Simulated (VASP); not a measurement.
Wanted: the native input for a VASP 6.6.1 run.

```yaml
Task: single point
Functional: PBE
Potentials_or_basis: VASP PAW PBE potentials, release 64 (Na_pv, Ag)
Cutoff: 500 eV
k_mesh: 8 × 8 × 8
Occupations: fermi-dirac, width 0.1 eV
Spin: no spin polarisation
Hubbard_terms: Ag d U = 3.0 eV
Dipole_correction: no
Further_INCAR_settings: ALGO = Normal; EDIFF = 1e-06; NBANDS = 20
```

The structure of Na2Ag lies in POSCAR:

```
Na2Ag
1.0
    5.2421858075     -0.0000003460      0.0000000000
   -2.6210926041      4.5398662537      0.0000000000
    0.0000000000      0.0000000000      3.1124410545
Na Ag
2 1
Direct
    0.3333333333      0.6666666667      0.5000000000
    0.6666666667      0.3333333333      0.5000000000
    0.0000000000      0.0000000000      0.0000000000
```

These files were run (other wordings do the same):

INCAR

```
SYSTEM = Na2Ag
ALGO = Normal
EDIFF = 1E-6
ENCUT = 500
GGA = PE
GGA_COMPAT = .FALSE.
ISIF = 2
ISMEAR = -1
LASPH = .TRUE.
LCHARG = .FALSE.
LDAU = .TRUE.
LDAUJ = 0 0
LDAUL = -1 2
LDAUPRINT = 1
LDAUTYPE = 2
LDAUU = 0 3
LMAXMIX = 4
LREAL = .FALSE.
LWAVE = .FALSE.
NBANDS = 20
NELM = 200
PREC = Accurate
SIGMA = 0.1
```

KPOINTS

```
k-points
0
G
  8 8 8
  0 0 0
```

Potentials or basis: VASP PAW PBE potentials, release 64 (Na_pv, Ag).

Launch:

```bash
$ cat potpaw_PBE.64/Na_pv/POTCAR potpaw_PBE.64/Ag/POTCAR > POTCAR
$ mpirun -np 1 vasp_std > vasp.out
```

It gave:

The pressure is 0.2 GPa and the band gap on the k mesh is zero (an odd number of electrons rules out a gap without spin polarisation).

Caveat: U without spin polarisation on a metal has little footing; the U is typed as a test and isn't derived for this compound.

Run time: 18 s on 1 thread of Intel(R) Xeon(R) 6975P-C (Granite Rapids) (shared host), peak memory 0.22 GiB.
